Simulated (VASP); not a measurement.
# Hf2S (P6_3/mmc) in VASP: further runs, part 2 of 2

VASP 6.6.1. The steps go on from the part before.

## 4. Single point, PBEsol (biaxial strain in the a-b plane: -3.0 %, then relaxed in part)

INCAR reads:

```
SYSTEM = Hf2S
PREC     = Accurate       ! precision mode
ENCUT    = 520            ! plane-wave cutoff, eV
EDIFF    = 1E-7           ! SCF threshold, eV
ISMEAR   = 0              ! smearing method
SIGMA    = 0.1            ! smearing width, eV
LREAL    = .False.        ! projectors in reciprocal space
LASPH    = .True.         ! aspherical terms in the spheres
NELM     = 100            ! most SCF steps
ALGO     = Normal         ! electronic algorithm
ISIF     = 2              ! what is computed and relaxed
LWAVE    = .False.        ! write WAVECAR
LCHARG   = .False.        ! write CHGCAR
GGA      = PS             ! functional
NBANDS   = 35             ! bands
```

KPOINTS reads:

```
regular mesh
0
Gamma
  12 12 4
  0 0 0
```

POSCAR reads:

```
Hf2S
1.0
    3.2461350917      0.0000000000      0.0000000000
   -1.6230675459      2.8112354535      0.0000000000
    0.0000000000      0.0000000000     11.9281949778
Hf S
4 2
Direct
    0.6666666667      0.3333333333      0.8998565673
    0.3333333333      0.6666666667      0.3998565673
    0.6666666667      0.3333333333      0.6001434327
    0.3333333333      0.6666666667      0.1001434327
    0.0000000000      0.0000000000      0.7500000000
    0.0000000000      0.0000000000      0.2500000000
```

Potentials or basis: VASP PAW PBE potentials, release 64 (Hf_pv, S).

Command:

```
cat potpaw_PBE.64/Hf_pv/POTCAR potpaw_PBE.64/S/POTCAR > POTCAR
mpirun -np 1 vasp_std > vasp.out
```

OUTCAR:

```text
SYSTEM = Hf2S
   PREC = Accurate
   ENCUT = 520
   EDIFF = 1E-7
   ISMEAR = 0
   LREAL = .False.
   LASPH = .True.
   NELM = 100
   ISIF = 2
   GGA = PS

 ion  position               nearest neighbor table
   1  0.667  0.333  0.900-   5 2.59   5 2.59   5 2.59   4 3.04   4 3.04   4 3.04   3 3.58
   2  0.333  0.667  0.400-   6 2.59   6 2.59   6 2.59   3 3.04   3 3.04   3 3.04   4 3.58
   3  0.667  0.333  0.600-   5 2.59   5 2.59   5 2.59   2 3.04   2 3.04   2 3.04   1 3.58
   4  0.333  0.667  0.100-   6 2.59   6 2.59   6 2.59   1 3.04   1 3.04   1 3.04   2 3.58
   5  0.000  0.000  0.750-   1 2.59   3 2.59   1 2.59   3 2.59   1 2.59   3 2.59
   6  0.000  0.000  0.250-   2 2.59   4 2.59   2 2.59   4 2.59   2 2.59   4 2.59

  LATTYP: Found a hexagonal cell.
 ALAT       =     3.2461350917
 C/A-ratio  =     3.6745836636

  Lattice vectors:

 A1 = (   3.2461350917,   0.0000000000,   0.0000000000)
 A2 = (  -1.6230675459,   2.8112354535,   0.0000000000)
 A3 = (   0.0000000000,   0.0000000000,  11.9281949778)

Analysis of symmetry for initial positions (statically):
=====================================================================
 Subroutine PRICEL returns:
 Original cell was already a primitive cell.

 Routine SETGRP: Setting up the symmetry group for a
 hexagonal supercell.

 Subroutine GETGRP returns: Found 24 space group operations
 (whereof 12 operations were pure point group operations)
 out of a pool of 24 trial point group operations.

The static configuration has the point symmetry D_3d.
 The point group associated with its full space group is D_6h.

Analysis of symmetry for dynamics (positions and initial velocities):
=====================================================================
 Subroutine PRICEL returns:
 Original cell was already a primitive cell.
[... 134 lines left out ...]
   IALGO  =     38    algorithm
   IMIX   =      4    mixing-type and parameters
     AMIX     =   0.40;   BMIX     =  1.00
     AMIX_MAG =   1.60;   BMIX_MAG =  1.00
  volume/ion in A,a.u.               =      18.14       122.43
  Fermi-wavevector in a.u.,A,eV,Ry     =   1.279764  2.418403 22.283553  1.637795
  Thomas-Fermi vector in A             =   2.412230
   LORBIT       =      0    0 simple, 1 ext, 2 COOP (PROOUT), +10 PAW based schemes
   GGA     = PS    functional components
   LHFCALC =     F    Hartree Fock is set to
   AEXX    =    0.0000 exact exchange contribution
   IVDW    =     0    specifies the selected vdW correction
   LEPSILON=     F    determine dielectric tensor
   LRPA    =     F    only Hartree local field effects (RPA)
 non-spin polarized calculation
 Gauss-broadening in eV      SIGMA  =   0.10
  energy-cutoff  :      520.00
  volume of cell :      108.85
 maximum number of plane-waves:      2982
   NGX = 13   NGY = 13   NGZ = 45

 number of electron      51.9999992 magnetization

 Free energy of the ion-electron system (eV)
  ---------------------------------------------------
  ext. energy  EPLUGINS =         0.00000000
  ---------------------------------------------------
  free energy    TOTEN  =       -57.31975002 eV

  energy without entropy =      -57.30352616  energy(sigma->0) =      -57.31163809

 E-fermi :   6.7403     XC(G=0): -11.8016

 val. band max:        6.7264563041   @ k =   0.2500   0.0000   0.0000
 cond. band min:       6.7460647456   @ k =   0.3333   0.0000   0.2500
 fundamental gap:      0.0196084415
 Fermi energy:         6.7403288041

 k-point     1 :       0.0000    0.0000    0.0000
  band No.  band energies     occupation
      1     -24.3664      2.00000
      2     -24.2531      2.00000
      3     -23.8559      2.00000
      4     -23.7294      2.00000
      5     -23.6679      2.00000
      6     -23.6679      2.00000
[... 901 lines left out ...]
     34      10.0605      0.00000
     35      10.2481      0.00000

 [... further k-points ...]

------------------------ aborting loop because EDIFF is reached ----------------------------------------

  FORCE on cell =-STRESS in cart. coord.  units (eV):
  Direction    XX          YY          ZZ          XY          YZ          ZX
  --------------------------------------------------------------------------------------
  -------------------------------------------------------------------------------------
  Total        4.7258233      4.7258233     -0.2780120     -0.0000000      0.0000000     -0.0000000
  in kB       69.5583901     69.5583901     -4.0919993     -0.0000000      0.0000000     -0.0000000
  external PRESSURE =      45.0082603 kB  Pullay stress =       0.0000000 kB

 VOLUME and BASIS-vectors are now :
 -----------------------------------------------------------------------------
  energy-cutoff  :      520.00
  volume of cell :      108.85
      direct lattice vectors                 reciprocal lattice vectors
     3.246135092  0.000000000  0.000000000     0.308058652  0.177857746  0.000000000
    -1.623067546  2.811235454  0.000000000     0.000000000  0.355715491  0.000000000
     0.000000000  0.000000000 11.928194978     0.000000000  0.000000000  0.083834981

 POSITION                                       TOTAL-FORCE (eV/Angst)
 -----------------------------------------------------------------------------------
      1.62307      0.93708     10.73366         0.000000      0.000000     -0.008368
     -0.00000      1.87416      4.76957         0.000000     -0.000000     -0.008368
      1.62307      0.93708      7.15863         0.000000      0.000000      0.008368
     -0.00000      1.87416      1.19453        -0.000000     -0.000000      0.008368
      0.00000      0.00000      8.94615        -0.000000      0.000000     -0.000000
      0.00000      0.00000      2.98205        -0.000000     -0.000000      0.000000
 -----------------------------------------------------------------------------------
    total drift:                                0.000000     -0.000000      0.000000

  FREE ENERGIE OF THE ION-ELECTRON SYSTEM (eV)
  ---------------------------------------------------
  free  energy   TOTEN  =       -57.3197500235 eV

  energy  without entropy=      -57.3035261639  energy(sigma->0) =      -57.31163809
```

OSZICAR:

```text
N       E                     dE             d eps       ncg     rms          rms(c)
DAV:   1     0.241760976767E+03    0.24176E+03   -0.27968E+04  4014   0.142E+03
DAV:   2    -0.422179354868E+02   -0.28398E+03   -0.27314E+03  4767   0.347E+02
DAV:   3    -0.591554078690E+02   -0.16937E+02   -0.16647E+02  5246   0.570E+01
DAV:   4    -0.594543378221E+02   -0.29893E+00   -0.29754E+00  4980   0.834E+00
DAV:   5    -0.594590396935E+02   -0.47019E-02   -0.46979E-02  5047   0.999E-01    0.107E+02
DAV:   6    -0.577619030864E+02    0.16971E+01   -0.25227E+00  4436   0.702E+00    0.638E+01
DAV:   7    -0.573748689852E+02    0.38703E+00   -0.26979E+00  4546   0.721E+00    0.514E+00
DAV:   8    -0.573207402517E+02    0.54129E-01   -0.35538E-01  4566   0.258E+00    0.156E+00
DAV:   9    -0.573200885105E+02    0.65174E-03   -0.16110E-02  5105   0.618E-01    0.837E-01
DAV:  10    -0.573197514370E+02    0.33707E-03   -0.26184E-03  4503   0.223E-01    0.230E-01
DAV:  11    -0.573197514534E+02   -0.16445E-07   -0.98367E-05  5141   0.507E-02    0.487E-02
DAV:  12    -0.573197497673E+02    0.16861E-05   -0.85720E-06  4984   0.132E-02    0.820E-03
DAV:  13    -0.573197500073E+02   -0.24000E-06   -0.66629E-07  4702   0.335E-03    0.644E-03
DAV:  14    -0.573197500235E+02   -0.16231E-07   -0.11309E-07  3150   0.139E-03
   1 F= -.57319750E+02 E0= -.57311638E+02  d E =-.162239E-01
```

Run time: 2 min. Hardware: 1 thread of AMD EPYC 9R45 (Zen 5), shared host; peak memory 0.29 GiB.

Results:

```
Free energy            : -57.3198 eV
Pressure               : 4.5 GPa
Largest force          : 0.008 eV/Å
Band gap on the k mesh : zero (band 26 reaches 7.42 eV, above the bottom of band 27 at 6.30 eV)
```

Forces in eV/Å, atoms in the order of the input:
```
Hf   0.000  0.000 -0.008
Hf   0.000  0.000 -0.008
Hf   0.000  0.000  0.008
Hf   0.000  0.000  0.008
S    0.000  0.000  0.000
S    0.000  0.000  0.000
```

Stress tensor (GPa, compression positive):
```
 6.96  0.00  0.00
 0.00  6.96  0.00
 0.00  0.00 -0.41
```

Caveat: the cell differs from its parent crystal (biaxial strain in the a-b plane: -3.0 %, then relaxed in part); the PAW data sets were made with another functional, which shifts forces and pressure a little; spin-orbit coupling is left out, which moves the levels of the heavy elements.

## 5. Single point, PBEsol (biaxial strain in the a-b plane: -1.5 %, then relaxed in part)

INCAR reads:

```
PREC = Accurate
ENCUT = 520
EDIFF = 1E-7
ISMEAR = 0
SIGMA = 0.1
LREAL = False
LASPH = True
NELM = 60
ALGO = Normal
ISIF = 2
LWAVE = False
LCHARG = False
GGA = PS
NBANDS = 35
```

KPOINTS reads:

```
Automatic mesh
0
Gamma
  12 12 4
```

POSCAR reads:

```
Hf2S
1.0
    3.2963330571      0.0000000000      0.0000000000
   -1.6481665285      2.8547081668      0.0000000000
    0.0000000000      0.0000000000     11.7965197226
Hf S
4 2
Direct
    0.6666666667      0.3333333333      0.8992916947
    0.3333333333      0.6666666667      0.3992916947
    0.6666666667      0.3333333333      0.6007083053
    0.3333333333      0.6666666667      0.1007083053
    0.0000000000      0.0000000000      0.7500000000
    0.0000000000      0.0000000000      0.2500000000
```

Potentials or basis: VASP PAW PBE potentials, release 64 (Hf_pv, S).

Command:

```
cat potpaw_PBE.64/Hf_pv/POTCAR potpaw_PBE.64/S/POTCAR > POTCAR
mpirun -np 1 vasp_std > vasp.out
```

OUTCAR:

```text
PREC = Accurate
   ENCUT = 520
   EDIFF = 1E-7
   ISMEAR = 0
   LREAL = False
   LASPH = True
   NELM = 60
   ISIF = 2
   GGA = PS

 ion  position               nearest neighbor table
   1  0.667  0.333  0.899-   5 2.59   5 2.59   5 2.59   4 3.04   4 3.04   4 3.04   3 3.52
   2  0.333  0.667  0.399-   6 2.59   6 2.59   6 2.59   3 3.04   3 3.04   3 3.04   4 3.52
   3  0.667  0.333  0.601-   5 2.59   5 2.59   5 2.59   2 3.04   2 3.04   2 3.04   1 3.52
   4  0.333  0.667  0.101-   6 2.59   6 2.59   6 2.59   1 3.04   1 3.04   1 3.04   2 3.52
   5  0.000  0.000  0.750-   1 2.59   3 2.59   1 2.59   3 2.59   1 2.59   3 2.59
   6  0.000  0.000  0.250-   2 2.59   4 2.59   2 2.59   4 2.59   2 2.59   4 2.59
[... 1123 lines left out ...]
  Total        2.1226012      2.1226012     -0.3006508      0.0000000      0.0000000     -0.0000000
  in kB       30.6360166     30.6360166     -4.3393657      0.0000000      0.0000000     -0.0000000
  external PRESSURE =      18.9775558 kB  Pullay stress =       0.0000000 kB

 VOLUME and BASIS-vectors are now :
 -----------------------------------------------------------------------------
  energy-cutoff  :      520.00
  volume of cell :      111.01
      direct lattice vectors                 reciprocal lattice vectors
     3.296333057  0.000000000  0.000000000     0.303367403  0.175149252  0.000000000
    -1.648166529  2.854708167  0.000000000     0.000000000  0.350298504  0.000000000
     0.000000000  0.000000000 11.796519723     0.000000000  0.000000000  0.084770765

 POSITION                                       TOTAL-FORCE (eV/Angst)
 -----------------------------------------------------------------------------------
      1.64817      0.95157     10.60851        -0.000000      0.000000     -0.010119
     -0.00000      1.90314      4.71025         0.000000     -0.000000     -0.010119
      1.64817      0.95157      7.08627        -0.000000      0.000000      0.010119
     -0.00000      1.90314      1.18801         0.000000      0.000000      0.010119
      0.00000      0.00000      8.84739        -0.000000      0.000000     -0.000000
      0.00000      0.00000      2.94913        -0.000000      0.000000     -0.000000
 -----------------------------------------------------------------------------------
    total drift:                                0.000000     -0.000000     -0.000000

  FREE ENERGIE OF THE ION-ELECTRON SYSTEM (eV)
  ---------------------------------------------------
  free  energy   TOTEN  =       -57.4283956214 eV

  energy  without entropy=      -57.4113514762  energy(sigma->0) =      -57.41987355
```

Wall time 2.8 min (1 thread of AMD EPYC 9R45 (Zen 5), shared host); peak memory 0.32 GiB.

What came out:

```
Free energy            : -57.4284 eV
Pressure               : 1.9 GPa
Largest force          : 0.010 eV/Å
Band gap on the k mesh : zero (band 26 reaches 7.16 eV, above the bottom of band 27 at 6.10 eV)
```

Forces on the atoms (eV/Å):
```
Hf   0.000  0.000 -0.010
Hf   0.000  0.000 -0.010
Hf   0.000  0.000  0.010
Hf   0.000  0.000  0.010
S    0.000  0.000  0.000
S    0.000  0.000  0.000
```

Stress tensor (GPa, compression positive):
```
 3.06  0.00  0.00
 0.00  3.06  0.00
 0.00  0.00 -0.43
```

Caveat: the cell differs from its parent crystal (biaxial strain in the a-b plane: -1.5 %, then relaxed in part); the PAW data sets were made with another functional, which shifts forces and pressure a little; spin-orbit coupling is left out, which moves the levels of the heavy elements.

## 6. Overview

```csv
cell,gap on the mesh (eV),pressure (GPa),largest force (eV/Å)
"a = 3.196, b = 3.196, c = 12.055 Å, angles 90.0, 90.0, 120.0°, 6 atoms",none,7.5,0.01
"a = 3.246, b = 3.246, c = 11.874 Å, angles 90.0, 90.0, 120.0°, 6 atoms",none,5.4,0.08
"a = 3.246, b = 3.246, c = 11.928 Å, angles 90.0, 90.0, 120.0°, 6 atoms",none,4.5,0.01
"a = 3.296, b = 3.296, c = 11.797 Å, angles 90.0, 90.0, 120.0°, 6 atoms",none,1.9,0.01
```

Alike in all rows: task single point; level PBEsol; potentials or basis VASP PAW PBE potentials, release 64 (Hf_pv, S); no spin polarisation; k mesh 12 × 12 × 4; cutoff (eV) 520; smearing gaussian 0.1 eV.

Caveats: the PAW data sets were made with another functional, which shifts forces and pressure a little; spin-orbit coupling is left out, which moves the levels of the heavy elements.

Absolute energies hang on the potentials; compare differences alone.
